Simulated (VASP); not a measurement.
Here is a VASP 6.6.1 calculation.

Contents of INCAR:

```
SYSTEM = Ti3Al
PREC = Accurate
ENCUT = 500
EDIFF = 1E-6
ISMEAR = 0
SIGMA = 0.1
LREAL = .False.
LASPH = .True.
NELM = 120
ALGO = Normal
ISIF = 2
LWAVE = .False.
LCHARG = .False.
NBANDS = 49
GGA_COMPAT = .False.
```

Contents of KPOINTS:

```
Automatic mesh
0
Gamma
  9 9 8
  0 0 0
```

POSCAR

```
Ti3Al
1.0
    5.6158742833      0.0000000000      0.0000000000
   -2.8079371416      4.8634897938      0.0000000000
    0.0000000000      0.0000000000      4.5663285405
Ti Al
6 2
Direct
    0.8302520671      0.6605041342      0.2500000000
    0.1697479329      0.8302520671      0.7500000000
    0.3394958658      0.1697479329      0.2500000000
    0.1697479329      0.3394958658      0.7500000000
    0.8302520671      0.1697479329      0.2500000000
    0.6605041342      0.8302520671      0.7500000000
    0.3333333333      0.6666666667      0.2500000000
    0.6666666667      0.3333333333      0.7500000000
```

Potentials or basis: VASP PAW LDA potentials, release 64 (Ti_sv, Al).

The run is started by

```console
$ cat potpaw_LDA.64/Ti_sv/POTCAR potpaw_LDA.64/Al/POTCAR > POTCAR
$ mpirun -np 1 vasp_std > vasp.out
```

Problem. Estimate the largest force.

Solution. 0.009 eV/Å.

Problem. Predict the band gap on the k mesh.

Solution. Zero (bands 39 and 40 overlap by 0.27 eV).

Problem. What does it give for the pressure?

Solution. 0.0 GPa.

Forces in eV/Å, atoms in the order of the input:
```
Ti   0.000  0.009  0.000
Ti  -0.008  0.004  0.000
Ti  -0.008 -0.004  0.000
Ti   0.000 -0.009  0.000
Ti   0.008 -0.004  0.000
Ti   0.008  0.004  0.000
Al   0.000  0.000  0.000
Al   0.000  0.000  0.000
```
